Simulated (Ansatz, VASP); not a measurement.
## SiO2 in VASP and in Ansatz

INCAR

```
PREC = Accurate ; ENCUT = 520
EDIFF = 1E-6 ; ISMEAR = 0
SIGMA = 0.02 ; LREAL = False
LASPH = True ; NELM = 100
ALGO = Normal ; ISIF = 2
LWAVE = False ; LCHARG = True
GGA = PE ; LELF = True
LVHAR = True ; NBANDS = 44
```

KPOINTS

```
regular mesh
0
Gamma
  6 6 6
```

Contents of POSCAR:

```
SiO2
1.0
   -2.6719921248      3.3409946566      4.0126098686
    2.6719921248     -3.3409946566      4.0126098686
    2.6719921248      3.3409946566     -4.0126098686
Si O
4 8
Direct
    0.8333833677      0.8063544531      0.0270289146
    0.7206744614      0.1936455469      0.5270289146
    0.1666166323      0.1936455469      0.9729710854
    0.2793255386      0.8063544531      0.4729710854
   -0.0198014788      0.7301985212      0.2500000000
    1.0198014788      0.2698014788      0.7500000000
    0.6702050122      0.5000000000      0.6702050122
    0.3297949878      0.0000000000      0.8297949878
    0.3297949878      0.5000000000      0.3297949878
    0.6702050122      0.0000000000      0.1702050122
    0.0000000000      0.0000000000      0.0000000000
    0.5000000000      0.0000000000      0.5000000000
```

Input for Ansatz:

```yaml
crystal:
  lattice:
    - [-2.6719921248, 3.3409946566, 4.0126098686]
    - [2.6719921248, -3.3409946566, 4.0126098686]
    - [2.6719921248, 3.3409946566, -4.0126098686]
  atoms:
    - { symbol: Si, position: [0.8333833677, 0.8063544531, 0.0270289146] }
    - { symbol: Si, position: [0.7206744614, 0.1936455469, 0.5270289146] }
    - { symbol: Si, position: [0.1666166323, 0.1936455469, 0.9729710854] }
    - { symbol: Si, position: [0.2793255386, 0.8063544531, 0.4729710854] }
    - { symbol: O, position: [-0.0198014788, 0.7301985212, 0.25] }
    - { symbol: O, position: [1.0198014788, 0.2698014788, 0.75] }
    - { symbol: O, position: [0.6702050122, 0.5, 0.6702050122] }
    - { symbol: O, position: [0.3297949878, 0.0, 0.8297949878] }
    - { symbol: O, position: [0.3297949878, 0.5, 0.3297949878] }
    - { symbol: O, position: [0.6702050122, 0.0, 0.1702050122] }
    - { symbol: O, position: [0.0, 0.0, 0.0] }
    - { symbol: O, position: [0.5, 0.0, 0.5] }
basis:
  ecutwfc: 420
kpoints:
  mp_grid: { grid: [6, 6, 6] }
  band_path: { path: [VBM, CBM], npoints: 2 }
hamiltonian:
  xc: pbe
scf:
  occupations: { method: gaussian, width: 0.02 }
output:
  forces: true
  stress: true
  eigenvalues: true
checkpoint:
  read: start.run
  write: ck
  compress: false
  write_wavefunctions: false
  write_every: 100000
```

Alike in both runs: task single point; functional PBE; k mesh 6 × 6 × 6; occupations gaussian, width 0.02 eV; no spin polarisation.

|  | VASP | Ansatz |
| --- | --- | --- |
| version | VASP 6.6.1 | Ansatz 0.2.0 |
| potentials or method | VASP PAW PBE potentials, release 64 (Si, O), cutoff 520 eV | scalar-relativistic, plane waves, PAW |
| valence electrons in the cell | 64 | 64 |

```tsv
	VASP	Ansatz	Ansatz less VASP
gap on the k mesh at the Fermi level (eV)	5.24	5.25	+0.008
least direct gap on the mesh (eV)	5.41	5.41	+0.007
pressure (GPa)	25.3	25.0	-0.33
traceless stress, the component that is largest in VASP (GPa)	0.30	0.02	-0.280
rms of the force components (eV/Å)	0.019	0.000	-0.0185
```

Atom by atom the forces differ by 0.019 eV/Å (rms over components). The functional is the same, so the differences come from potentials, cutoffs and numerics.
